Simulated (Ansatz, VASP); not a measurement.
## One calculation of Al9H, two programs

File INCAR:

```
ALGO = Normal
DIPOL = 0.5 0.5 0.304
EDIFF = 1E-7
ENCUT = 520
GGA = PE
IDIPOL = 3
ISIF = 2
ISMEAR = 0
LASPH = T
LCHARG = F
LDIPOL = T
LREAL = F
LWAVE = F
NBANDS = 25
NELM = 100
PREC = Accurate
SIGMA = 0.1
```

File KPOINTS:

```
k-points
0
Gamma
  9 3 1
```

File POSCAR:

```
Al9H
1.0
    2.8543223330      0.0000000000      0.0000000000
   -1.4271611665      9.7033329366      0.0000000000
    0.0000000000      0.0000000000     21.7902708969
Al H
9 1
Direct
    0.5324485604      0.0648971207      0.1835681630
    0.6709687938      0.3419375876      0.2292758741
    0.2986728405      0.5973456810      0.2384174163
    0.9263768872      0.8527537744      0.2475589585
    0.0639738222      0.1277383808      0.2937147080
    0.1995905480      0.4042696935      0.3452583266
    0.8288544886      0.6597110299      0.3524478004
    0.4526361687      0.9111292155      0.3607640453
    0.5925232094      0.1814597089      0.4034034702
    0.9675232094      0.5564597089      0.3896358580
```

Input for Ansatz:

```yaml
crystal:
  lattice:
    - [2.854322333, 0.0, 0.0]
    - [-1.4271611665, 9.7033329366, 0.0]
    - [0.0, 0.0, 21.7902708969]
  atoms:
    - { symbol: Al, position: [0.5324485604, 0.0648971207, 0.183568163] }
    - { symbol: Al, position: [0.6709687938, 0.3419375876, 0.2292758741] }
    - { symbol: Al, position: [0.2986728405, 0.597345681, 0.2384174163] }
    - { symbol: Al, position: [0.9263768872, 0.8527537744, 0.2475589585] }
    - { symbol: Al, position: [0.0639738222, 0.1277383808, 0.293714708] }
    - { symbol: Al, position: [0.199590548, 0.4042696935, 0.3452583266] }
    - { symbol: Al, position: [0.8288544886, 0.6597110299, 0.3524478004] }
    - { symbol: Al, position: [0.4526361687, 0.9111292155, 0.3607640453] }
    - { symbol: Al, position: [0.5925232094, 0.1814597089, 0.4034034702] }
    - { symbol: H, position: [0.9675232094, 0.5564597089, 0.389635858] }
basis:
  ecutwfc: 420
kpoints:
  mp_grid: { grid: [9, 3, 1] }
hamiltonian:
  xc: pbe
scf:
  occupations: { method: gaussian, width: 0.1 }
output:
  forces: true
  eigenvalues: true
efield:
  axis: 3
  dipole_correction: true
  ramp_width: 0.04
```

Alike in both runs: task single point; functional PBE; k mesh 9 × 3 × 1; occupations gaussian, width 0.1 eV; no spin polarisation.

```csv
,VASP,Ansatz
version,VASP 6.6.1,Ansatz 0.2.0
potentials or method,"VASP PAW PBE potentials, release 64 (Al, H), cutoff 520 eV","scalar-relativistic, plane waves, PAW"
valence electrons in the cell,28,28
```

Ansatz gave:

```
gap on the k mesh at the Fermi level (eV) : none
rms of the force components (eV/Å)        : 1.204
```

Question: What did VASP give for the same quantities?

Answer: gap on the k mesh at the Fermi level (eV): none; rms of the force components (eV/Å): 1.203.

Atom by atom the forces differ by 0.002 eV/Å (rms over components). A gap of «none» marks a metal or a gap that the smearing closes. With one functional, cell and mesh, what is left measures potentials, basis and numerics.
